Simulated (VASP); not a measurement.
Crystal: Si15Rh.

```
CELL_PARAMETERS angstrom
0.00000 5.43700 5.43700
5.43700 0.00000 5.43700
5.43700 5.43700 0.00000
ATOMIC_POSITIONS crystal
Rh 0.00000 0.00000 0.00000
Si 0.99909 0.99909 0.50091
Si 0.99909 0.50091 0.99909
Si 0.99909 0.50091 0.50091
Si 0.50091 0.99909 0.99909
Si 0.50091 0.99909 0.50091
Si 0.50091 0.50091 0.99909
Si 0.50000 0.50000 0.50000
Si 0.12322 0.12322 0.12322
Si 0.12322 0.12322 0.63034
Si 0.12322 0.63034 0.12322
Si 0.12518 0.62494 0.62494
Si 0.63034 0.12322 0.12322
Si 0.62494 0.12518 0.62494
Si 0.62494 0.62494 0.12518
Si 0.62494 0.62494 0.62494
```

Base run:

| Property | Result |
| --- | --- |
| Program | VASP 6.6.1 |
| Functional | PBEsol |
| Potentials or basis | VASP PAW PBE potentials, release 64 (Rh_pv, Si) |
| Cutoff | 520 eV |
| k mesh | 3 × 3 × 3 |
| Occupations | gaussian, width 0.05 eV |
| Spin | no spin polarisation |
| Hubbard terms | Rh d U = 4.0 eV |

Its results: band gap on the k mesh zero (an odd number of electrons rules out a gap without spin polarisation); pressure -1.4 GPa; largest force 0.193 eV/Å.

Q: The run is repeated on the same cell with these changes: spin from no spin polarisation to collinear spin, ferromagnetic start; further incar settings from LREAL = Auto; ALGO = Normal; EDIFF = 1e-06; NBANDS = 52 to LREAL = Auto; ALGO = Normal; EDIFF = 1e-06; NBANDS = 56. What comes out?

A: Band gap on the k mesh zero (filled and empty bands overlap); pressure -1.4 GPa; net moment 1.00 μB per cell; site moments Rh +0.34; Si +0.01, +0.00, +0.03 (each value once) μB; largest force 0.138 eV/Å.

Caveats: the PAW data sets were made with another functional, which shifts forces and pressure a little; the U is typed as a test and isn't derived for this compound; U without spin polarisation on a metal has little footing (at least some runs).
